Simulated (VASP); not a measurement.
Wanted: the native input for a VASP 6.6.1 run.

| Property | Result |
| --- | --- |
| Task | single point |
| Functional | PBE |
| Potentials or basis | VASP PAW PBE potentials, release 64 (Sr_sv) |
| Cutoff | 520 eV |
| k mesh | 14 × 14 × 14 |
| Occupations | gaussian, width 0.15 eV |
| Spin | no spin polarisation |
| Dipole correction | no |
| Further INCAR settings | ALGO = Fast; EDIFF = 1e-06; NBANDS = 11 |

The structure of Sr lies in POSCAR:

```
Sr
1.0
    0.0000000000      3.0423500000      2.8902325000
    3.0423500000      0.0000000000      2.8902325000
    3.0423500000      3.0423500000      0.0000000000
Sr
1
Direct
    0.0000000000      0.0000000000      0.0000000000
```

This cell differs from its parent crystal: strain +0.000 along x and y, -0.050 along z.

These files were run (other wordings do the same):

INCAR

```
PREC     = Accurate       # precision mode
ENCUT    = 520            # plane-wave cutoff, eV
EDIFF    = 1E-6           # SCF threshold, eV
ISMEAR   = 0              # smearing method
SIGMA    = 0.15           # smearing width, eV
LREAL    = False          # projectors in reciprocal space
LASPH    = True           # aspherical terms in the spheres
NELM     = 80             # most SCF steps
ALGO     = Fast           # electronic algorithm
ISIF     = 2              # what is computed and relaxed
LWAVE    = False          # write WAVECAR
LCHARG   = True           # write CHGCAR
GGA      = PE             # functional
LELF     = True           # ELF
LVHAR    = True         
NBANDS   = 11             # bands
```

KPOINTS

```
Automatic mesh
0
Gamma
  14 14 14
```

Potentials or basis: VASP PAW PBE potentials, release 64 (Sr_sv).

Command:

```bash
$ cat potpaw_PBE.64/Sr_sv/POTCAR > POTCAR
$ mpirun -np 1 vasp_std > vasp.out
```

It gave:

| Item | Value |
| --- | --- |
| Pressure | 0.3 GPa |
| Band gap on the k mesh | zero (band 5 reaches 1.75 eV, above the bottom of band 6 at 1.68 eV) |

Caveat: the cell differs from its parent crystal (strain +0.000 along x and y, -0.050 along z).

Run time: 84 s on 1 thread of Intel(R) Xeon(R) Platinum 8259CL CPU @ 2.50GHz (Skylake/Cascade Lake), on a shared host, peak memory 0.28 GiB.
